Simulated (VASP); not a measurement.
# Co (Cmcm) in VASP: single point with PBE

Aim: the single point of Co with PBE.

All numbers are computed with VASP 6.6.1; they aren't measurements. Logs are shortened: lines on timing, memory, paths and dates and some standing lists are left out, and cuts for length are marked.

**1. The cell of the first run**

The typed cell holds 2 atoms: a = 2.999 Å, b = 2.999 Å, c = 4.910 Å, α = 90.00°, β = 90.00°, γ = 70.27°.

This isn't the form of Co at room conditions, which is hcp.

**2. Single point, PBE, collinear spin, ferromagnetic start**

INCAR

```
PREC = Accurate ; ENCUT = 520
EDIFF = 1E-6 ; ISMEAR = 0
SIGMA = 0.1 ; LREAL = F
LASPH = T ; NELM = 150
ALGO = Fast ; ISIF = 2
LWAVE = F ; LCHARG = T
ISPIN = 2 ; MAGMOM = 3 3
LORBIT = 11 ; LMAXMIX = 4
GGA = PE ; LELF = T
LVHAR = T ; NBANDS = 20
```

KPOINTS

```
Automatic mesh
0
Gamma
  6 6 4
```

POSCAR

```
Co
1.0
    2.4526882437     -1.7259802144      0.0000000000
    2.4526882437      1.7259802144      0.0000000000
    0.0000000000      0.0000000000      4.9101939246
Co
2
Direct
    0.7498240020      0.2501759980      0.2500000000
    0.2501759980      0.7498240020      0.7500000000
```

Potentials or basis: VASP PAW PBE potentials, release 64 (Co).

Run with:

```sh
cat potpaw_PBE.64/Co/POTCAR > POTCAR
mpirun -np 1 vasp_std > vasp.out
```

OUTCAR:

```text
PREC = Accurate
   ENCUT = 520
   EDIFF = 1E-6
   ISMEAR = 0
   LREAL = F
   LASPH = T
   NELM = 150
   ISIF = 2
   ISPIN = 2
   LORBIT = 11
   GGA = PE

 ion  position               nearest neighbor table
   1  0.750  0.250  0.250-   2 3.00   2 3.00   2 3.00   2 3.00
   2  0.250  0.750  0.750-   1 3.00   1 3.00   1 3.00   1 3.00

  LATTYP: Found a base centered orthorhombic cell.
 ALAT       =     3.4519604288
 B/A-ratio  =     1.4210407647
 C/A-ratio  =     1.4224363303

  Lattice vectors:

 A1 = (  -2.4526882437,  -1.7259802144,   0.0000000000)
 A2 = (   2.4526882437,  -1.7259802144,   0.0000000000)
 A3 = (   0.0000000000,   0.0000000000,   4.9101939246)

Analysis of symmetry for initial positions (statically):
=====================================================================
 Subroutine PRICEL returns:
 Original cell was already a primitive cell.

 Routine SETGRP: Setting up the symmetry group for a
 base centered orthorhombic supercell.

 Subroutine GETGRP returns: Found  8 space group operations
 (whereof  4 operations were pure point group operations)
 out of a pool of  8 trial point group operations.

The static configuration has the point symmetry C_2h.
 The point group associated with its full space group is D_2h.

Analysis of symmetry for dynamics (positions and initial velocities):
=====================================================================
 Subroutine PRICEL returns:
 Original cell was already a primitive cell.

 Routine SETGRP: Setting up the symmetry group for a
 base centered orthorhombic supercell.

 Subroutine GETGRP returns: Found  8 space group operations
 (whereof  4 operations were pure point group operations)
 out of a pool of  8 trial point group operations.

The dynamic configuration has the point symmetry C_2h.
 The point group associated with its full space group is D_2h.

Analysis of structural, dynamic, and magnetic symmetry:
=====================================================================
 Subroutine PRICEL returns:
 Original cell was already a primitive cell.

 Routine SETGRP: Setting up the symmetry group for a
 base centered orthorhombic supercell.

 Subroutine GETGRP returns: Found  8 space group operations
 (whereof  4 operations were pure point group operations)
 out of a pool of  8 trial point group operations.

[... 120 lines left out ...]
     AMIX     =   0.40;   BMIX     =  1.00
     AMIX_MAG =   1.60;   BMIX_MAG =  1.00
  volume/ion in A,a.u.               =      20.79       140.27
  Fermi-wavevector in a.u.,A,eV,Ry     =   1.238502  2.340430 20.869804  1.533887
  Thomas-Fermi vector in A             =   2.373025
   LORBIT       =     11    0 simple, 1 ext, 2 COOP (PROOUT), +10 PAW based schemes
   GGA     = PE    functional components
   LHFCALC =     F    Hartree Fock is set to
   AEXX    =    0.0000 exact exchange contribution
   IVDW    =     0    specifies the selected vdW correction
   LEPSILON=     F    determine dielectric tensor
   LRPA    =     F    only Hartree local field effects (RPA)
 spin polarized calculation
 RMM-DIIS sequential band-by-band and
 Gauss-broadening in eV      SIGMA  =   0.10
  energy-cutoff  :      520.00
  volume of cell :       41.57
 maximum number of plane-waves:      1152
 NGX is ok and might be reduce to    24
   NGX = 11   NGY = 11   NGZ = 19

 number of electron      17.9999989 magnetization       3.9406088

 Free energy of the ion-electron system (eV)
  ---------------------------------------------------
  ext. energy  EPLUGINS =         0.00000000
  ---------------------------------------------------
  free energy    TOTEN  =       -10.76521343 eV

  energy without entropy =      -10.73971352  energy(sigma->0) =      -10.75246348

 E-fermi :   3.8074     XC(G=0): -10.0196

 val. band max:        3.7978001068   @ k =  -0.3333   0.1667   0.2500
 cond. band min:       3.8087785911   @ k =   0.5000   0.5000   0.2500
 fundamental gap:      0.0109784842
 Fermi energy:         3.8074383555

 spin component 1

 k-point     1 :       0.0000    0.0000    0.0000
  band No.  band energies     occupation
      1      -2.1479      1.00000
      2       0.4005      1.00000
      3       1.1541      1.00000
      4       1.4471      1.00000
      5       1.4570      1.00000
      6       1.4678      1.00000
[... 541 lines left out ...]
     19      17.1430      0.00000
     20      17.9669      0.00000

 [... further k-points ...]

 spin component 2

 k-point     1 :       0.0000    0.0000    0.0000
  band No.  band energies     occupation
      1      -2.1637      1.00000
      2       1.6391      1.00000
      3       2.6066      1.00000
      4       3.0381      1.00000
      5       3.0435      1.00000
      6       3.0591      1.00000
[... 541 lines left out ...]
     19      17.4235      0.00000
     20      18.2441      0.00000

 [... further k-points ...]

------------------------ aborting loop because EDIFF is reached ----------------------------------------

  FORCE on cell =-STRESS in cart. coord.  units (eV):
  Direction    XX          YY          ZZ          XY          YZ          ZX
  --------------------------------------------------------------------------------------
  -------------------------------------------------------------------------------------
  Total       -6.8870503     -7.0902504     -7.1313127      0.0000000      0.0000000      0.0000000
  in kB     -265.4220714   -273.2532622   -274.8357739      0.0000000      0.0000000      0.0000000
  external PRESSURE =    -271.1703691 kB  Pullay stress =       0.0000000 kB

 VOLUME and BASIS-vectors are now :
 -----------------------------------------------------------------------------
  energy-cutoff  :      520.00
  volume of cell :       41.57
      direct lattice vectors                 reciprocal lattice vectors
     2.452688244 -1.725980214  0.000000000     0.203857951 -0.289690459  0.000000000
     2.452688244  1.725980214  0.000000000     0.203857951  0.289690459  0.000000000
     0.000000000  0.000000000  4.910193925     0.000000000  0.000000000  0.203657944

 POSITION                                       TOTAL-FORCE (eV/Angst)
 -----------------------------------------------------------------------------------
      2.45269     -0.86238      1.22755         0.000000      0.000311      0.000000
      2.45269      0.86238      3.68265         0.000000     -0.000311     -0.000000
 -----------------------------------------------------------------------------------
    total drift:                                0.000000      0.000000      0.000000

  FREE ENERGIE OF THE ION-ELECTRON SYSTEM (eV)
  ---------------------------------------------------
  free  energy   TOTEN  =       -10.7652134339 eV

  energy  without entropy=      -10.7397135245  energy(sigma->0) =      -10.75246348

 total charge

# of ion       s       p       d       tot
------------------------------------------
    1        0.322   0.174   7.099   7.596
    2        0.322   0.174   7.099   7.596
--------------------------------------------------
tot          0.644   0.349  14.198  15.192

 magnetization (x)

# of ion       s       p       d       tot
------------------------------------------
    1        0.002  -0.028   2.095   2.069
    2        0.002  -0.028   2.095   2.069
--------------------------------------------------
tot          0.004  -0.056   4.190   4.137
```

OSZICAR:

```text
N       E                     dE             d eps       ncg     rms          rms(c)
DAV:   1     0.849711706654E+02    0.84971E+02   -0.77410E+03  3144   0.987E+02
DAV:   2    -0.880095938898E+01   -0.93772E+02   -0.84379E+02  3136   0.194E+02
DAV:   3    -0.124199235842E+02   -0.36190E+01   -0.35046E+01  3612   0.489E+01
DAV:   4    -0.124720331727E+02   -0.52110E-01   -0.52076E-01  3692   0.516E+00
DAV:   5    -0.124736372314E+02   -0.16041E-02   -0.16040E-02  3700   0.847E-01    0.116E+01
RMM:   6    -0.127399797393E+02   -0.26634E+00   -0.16051E+01  3507   0.409E+01    0.183E+01
RMM:   7    -0.107384884033E+02    0.20015E+01   -0.34819E+00  3370   0.203E+01    0.317E+00
RMM:   8    -0.107624539492E+02   -0.23966E-01   -0.72645E-02  3408   0.266E+00    0.140E+00
RMM:   9    -0.107648886754E+02   -0.24347E-02   -0.13669E-02  3389   0.895E-01    0.542E-01
RMM:  10    -0.107644571764E+02    0.43150E-03   -0.30776E-03  3569   0.462E-01    0.177E-01
RMM:  11    -0.107651457058E+02   -0.68853E-03   -0.78768E-04  3500   0.206E-01    0.111E-01
RMM:  12    -0.107652211112E+02   -0.75405E-04   -0.32121E-04  4299   0.103E-01    0.792E-02
RMM:  13    -0.107652015634E+02    0.19548E-04   -0.49637E-05  4369   0.420E-02    0.511E-02
RMM:  14    -0.107652181890E+02   -0.16626E-04   -0.14705E-05  3430   0.248E-02    0.327E-02
RMM:  15    -0.107652132607E+02    0.49283E-05   -0.62865E-06  3651   0.191E-02    0.875E-03
RMM:  16    -0.107652134339E+02   -0.17322E-06   -0.21958E-06  2754   0.891E-03
   1 F= -.10765213E+02 E0= -.10752463E+02  d E =-.254999E-01  mag=     3.9405
```

Run time: 40 s. Hardware: 1 thread of AMD EPYC 9R45 (Zen 5), shared host; peak memory 0.17 GiB.

Results:

```yaml
Free_energy: -10.7652 eV
Pressure: -27.1 GPa
Net_moment: 3.94 μB per cell
Site_moments: Co +2.07 μB
Valence_electrons_inside_the_program's_atomic_spheres: Co 7.60
```

Levels at points of the mesh, in eV from the Fermi level:
Spin up:
```csv
k point,band 9,band 10,band 11,band 12,band 13,band 14
"(0.00, 0.00, 0.00)",-2.30,-2.19,-1.47,0.37,2.27,12.00
"(0.50, 0.00, 0.00)",-1.99,-1.99,0.02,0.02,5.99,5.99
"(0.50, 0.50, 0.00)",-1.51,-1.42,0.39,2.28,6.01,6.02
"(0.00, 0.00, 0.50)",-2.18,-2.18,-1.94,-1.94,9.36,9.36
"(0.50, 0.00, 0.50)",-1.45,-1.45,0.40,0.40,2.32,2.32
"(0.50, 0.50, 0.50)",-1.47,-1.47,2.60,2.60,3.15,3.15
```
Spin down:
| k point | band 5 | band 6 | band 7 | band 8 | band 9 | band 10 |
| --- | --- | --- | --- | --- | --- | --- |
| (0.00, 0.00, 0.00) | -0.76 | -0.75 | 0.23 | 0.27 | 0.32 | 0.44 |
| (0.50, 0.00, 0.00) | -1.03 | -1.03 | 0.23 | 0.24 | 0.41 | 0.41 |
| (0.50, 0.50, 0.00) | 0.21 | 0.21 | 0.22 | 0.24 | 0.25 | 0.31 |
| (0.00, 0.00, 0.50) | -0.81 | -0.81 | -0.26 | -0.26 | 0.29 | 0.29 |
| (0.50, 0.00, 0.50) | 0.26 | 0.26 | 0.27 | 0.27 | 0.31 | 0.31 |
| (0.50, 0.50, 0.50) | -0.60 | -0.60 | -0.20 | -0.20 | 0.26 | 0.26 |

Caveat: the k points lie up to 0.37 Å⁻¹ apart.
